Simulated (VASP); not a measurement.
The system is Co.

```xyz
4
Lattice="2.4540 0.0000 0.0000 -1.2270 2.1252 0.0000 0.0000 0.0000 8.0339" Properties=species:S:1:pos:R:3 pbc="T T T"
Co    1.2270    0.7084    6.0255
Co    0.0000    0.0000    4.0170
Co    0.0000    1.4168    2.0085
Co    0.0000    0.0000    0.0000
```

Base run:

- Program: VASP 6.6.1
- Functional: SVWN5
- Potentials or basis: VASP PAW PBE potentials, release 64 (Co)
- Cutoff: 520 eV
- k mesh: 12 × 12 × 4
- Occupations: fermi-dirac, width 0.05 eV
- Spin: collinear spin, ferromagnetic start
- Starting moments: [2.0, 2.0, 2.0, 2.0] μB

Its results: pressure -13.1 GPa; net moment 5.83 μB per cell; site moments Co +1.46, +1.45 (each value once) μB.

**Question.** After a change of settings the same cell gave: pressure 7.8 GPa; net moment 6.44 μB per cell; site moments Co +1.63, +1.61 (each value once) μB. Which change was it?
A. functional from SVWN5 to r2SCAN; dispersion from none to D3(BJ)
B. functional from SVWN5 to BLYP
C. functional from SVWN5 to b88 exchange, pbe correlation; cutoff from 520 eV to 600 eV

**Answer.** C.

Caveats: the PAW data sets were made with another functional, which shifts forces and pressure a little; the cell stands under tension (at least some runs); the cell stands under pressure (at least some runs).
